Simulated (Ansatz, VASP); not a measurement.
## Two plane-wave programs on Bi2Br3

```
Bi Br
1.0
     4.04122    0.00000    0.00000
    -2.02061    3.49980    0.00000
     0.00000    0.00000    9.55668
Bi Br
2 3
Direct
  0.66667 0.33333 0.17418
  0.33333 0.66667 0.82582
  0.00000 0.00000 0.00000
  0.33333 0.66667 0.34836
  0.66667 0.33333 0.65164
```

Alike in both runs: task single point; functional PBE; dispersion D3(BJ); k mesh 6 × 6 × 2; occupations gaussian, width 0.1 eV; no spin polarisation.

|  | VASP | Ansatz |
| --- | --- | --- |
| version | VASP 6.6.1 | Ansatz 0.2.0 |
| potentials or method | VASP PAW PBE potentials, release 64 (Bi_d, Br), cutoff 520 eV | scalar-relativistic, plane waves, PAW |
| valence electrons in the cell | 51 | 51 |

Ansatz gave:

| Quantity | Value |
| --- | --- |
| gap on the k mesh at the Fermi level (eV) | none |
| pressure (GPa) | 15.4 |
| traceless stress, the component that is largest in VASP (GPa) | -2.69 |
| rms of the force components (eV/Å) | 0.540 |

What did VASP give for the same quantities?

gap on the k mesh at the Fermi level (eV): none; pressure (GPa): 15.4; traceless stress, the component that is largest in VASP (GPa): -2.69; rms of the force components (eV/Å): 0.541.

Atom by atom the forces differ by 0.001 eV/Å (rms over components). A gap of «none» marks a metal or a gap that the smearing closes.

Neither program's run includes spin-orbit coupling.
